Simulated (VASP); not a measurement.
Set up this calculation in VASP 6.6.1, as the native input.

```yaml
Task: single point
Functional: PBE
Potentials_or_basis: VASP PAW PBE potentials, release 64 (In_d, Sb)
Cutoff: 520 eV
k_mesh: 10 × 10 × 10
Occupations: gaussian, width 0.1 eV
Spin: no spin polarisation
Dipole_correction: no
Further_INCAR_settings: ALGO = Normal; EDIFF = 1e-07; NBANDS = 22
```

The structure of InSb3 lies in POSCAR:

```
InSb3
1.0
    0.0000000000      3.8674863471      3.8674863471
    3.8674863471      0.0000000000      3.8674863471
    3.8674863471      3.8674863471      0.0000000000
In Sb
1 3
Direct
    0.0000000000      0.0000000000      0.0000000000
    0.2500000000      0.2500000000      0.2500000000
    0.7500000000      0.7500000000      0.7500000000
    0.5000000000      0.5000000000      0.5000000000
```

This cell differs from its parent crystal: strained.

One way to write it, as run:

INCAR

```
PREC = Accurate
ENCUT = 520
EDIFF = 1E-7
ISMEAR = 0
SIGMA = 0.1
LREAL = False
LASPH = True
NELM = 60
ALGO = Normal
ISIF = 2
LWAVE = False
LCHARG = False
GGA = PE
NBANDS = 22
```

KPOINTS

```
Automatic mesh
0
Gamma
  10 10 10
```

Potentials or basis: VASP PAW PBE potentials, release 64 (In_d, Sb).

The run is started by

```console
$ cat potpaw_PBE.64/In_d/POTCAR potpaw_PBE.64/Sb/POTCAR > POTCAR
$ mpirun -np 1 vasp_std > vasp.out
```

Results of the run:

```yaml
Pressure: -2.8 GPa
Band_gap_on_the_k_mesh: zero (band 14 reaches 8.31 eV, above the bottom of band 15 at 5.08 eV)
```

Caveat: the cell differs from its parent crystal (strained); spin-orbit coupling is left out, which moves the levels of the heavy elements.

It took 64 s on 1 thread of Intel(R) Xeon(R) 6975P-C (Granite Rapids) (shared host), peak memory 0.32 GiB.
